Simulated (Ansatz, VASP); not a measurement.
**Two plane-wave programs on Al3Ag4**

```
Al Ag
1.0
     2.65104   -4.59573    0.00000
     2.65104    4.59573    0.00000
     0.00000    0.00000    5.25931
Al Ag
3 4
Direct
  0.00000 0.50000 0.00000
  0.50000 0.00000 0.00000
  0.00000 0.00000 0.00000
  0.83327 0.16673 0.50000
  0.16673 0.83327 0.50000
  0.50000 0.50000 0.50000
  0.50000 0.50000 0.00000
```

Alike in both runs: functional PBE; k mesh 4 × 4 × 4; occupations gaussian, width 0.1 eV; no spin polarisation.

Ansatz relaxed the structure, and its values are those at the end. VASP's run is a single point on that final structure, the one shown.

|  | VASP | Ansatz |
| --- | --- | --- |
| version | VASP 6.6.1 | Ansatz 0.2.0 |
| potentials or method | VASP PAW PBE potentials, release 64 (Al, Ag), cutoff 520 eV | scalar-relativistic, plane waves, PAW |
| valence electrons in the cell | 53 | 85 |

```csv
,VASP,Ansatz,Ansatz less VASP
gap on the k mesh at the Fermi level (eV),none,none,-
pressure (GPa),0.0,0.0,+0.06
```

A gap of «none» marks a metal or a gap that the smearing closes. VASP's potentials hold 53 valence electrons a cell and Ansatz's 85, so a difference there can come from the potentials and not from the codes.
